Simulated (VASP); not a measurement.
Here is a VASP 6.6.1 calculation.

INCAR

```
PREC = Accurate
ENCUT = 520
EDIFF = 1E-6
ISMEAR = -1
SIGMA = 0.05
LREAL = False
LASPH = True
NELM = 60
ALGO = Normal
ISIF = 2
LWAVE = False
LCHARG = False
GGA = PE
NBANDS = 19
```

File KPOINTS:

```
regular mesh
0
Gamma
  13 13 7
```

POSCAR

```
Ti
1.0
    1.4699736186     -2.5460689932      0.0000000000
    1.4699736186      2.5460689933      0.0000000000
    0.0000000000      0.0000000000      4.6478695191
Ti
2
Direct
    0.6666666670      0.3333333330      0.2500000000
    0.3333333330      0.6666666670      0.7500000000
```

Potentials or basis: VASP PAW PBE potentials, release 64 (Ti_sv).

Launch:

```sh
$ cat potpaw_PBE.64/Ti_sv/POTCAR > POTCAR
$ mpirun -np 1 vasp_std > vasp.out
```

What does it give for the pressure?

-0.2 GPa.

What does it give for the band gap on the k mesh?

Zero (band 12 reaches 9.09 eV, above the bottom of band 13 at 7.99 eV).

Stress tensor (GPa, compression positive):
```
-0.29  0.00  0.00
 0.00 -0.29  0.00
 0.00  0.00 -0.11
```
